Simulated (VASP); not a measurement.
The system is LiSc3.

```
CELL_PARAMETERS angstrom
1.63120 -2.24629 0.00000
1.63120 2.24629 0.00000
0.00000 0.00000 8.96707
ATOMIC_POSITIONS crystal
Li 0.00000 0.00000 0.00000
Sc 0.50000 0.50000 0.74701
Sc 0.00000 0.00000 0.50000
Sc 0.50000 0.50000 0.25299
```

The cell was generated, and may not be a known phase.

- Program: VASP 6.6.1
- Task: relaxation of cell and atoms
- Functional: PBE
- Potentials or basis: VASP PAW PBE potentials, release 64 (Li_sv, Sc_sv)
- Cutoff: 600 eV
- k mesh: 7 × 7 × 3
- Occupations: gaussian, width 0.2 eV
- Spin: no spin polarisation

At the start: pressure 28.5 GPa; volume 16.43 Å³/atom.

**Question.** How do energy, volume and symmetry change on relaxing?

**Answer.** Over 6 steps the energy falls by 526.4 meV/atom and the volume is 23.88 Å³/atom (+45.4 %); space group Cmmm (No. 65, to 0.1 Å) before and after.

Step by step:
| step | energy change (eV) | largest force (eV/Å) | pressure (GPa) | volume (Å³) |
| --- | --- | --- | --- | --- |
| 1 | 0.0000 | 1.1815 | 28.55 | 65.71 |
| 2 | -2.0877 | 0.1941 | -1.24 | 97.67 |
| 3 | -2.0997 | 0.1191 | 0.21 | 94.49 |
| 4 | -2.0997 | 0.1353 | -0.10 | 95.13 |
| 5 | -2.1030 | 0.1115 | -0.14 | 95.28 |
| 6 | -2.1054 | 0.0655 | -0.20 | 95.54 |

Final structure:
```
Li Sc
1.0
     1.85654   -2.56651    0.00000
     1.85654    2.56651    0.00000
     0.00000    0.00000   10.02552
Li Sc
1 3
Cartesian
  0.0000 0.0000 0.0000
  1.8565 0.0000 7.5322
  0.0000 0.0000 5.0128
  1.8565 0.0000 2.4933
```

Caveat: the cutoff is under 1.25 times the usual one of these potentials, so pressure, stress and relaxed cells hold a basis-set (Pulay) error; the volume moved by over 15 % at a fixed basis, so the end points are rough; the relaxation stopped at a loose force limit of 0.08 eV/Å, so its end isn't a converged minimum.
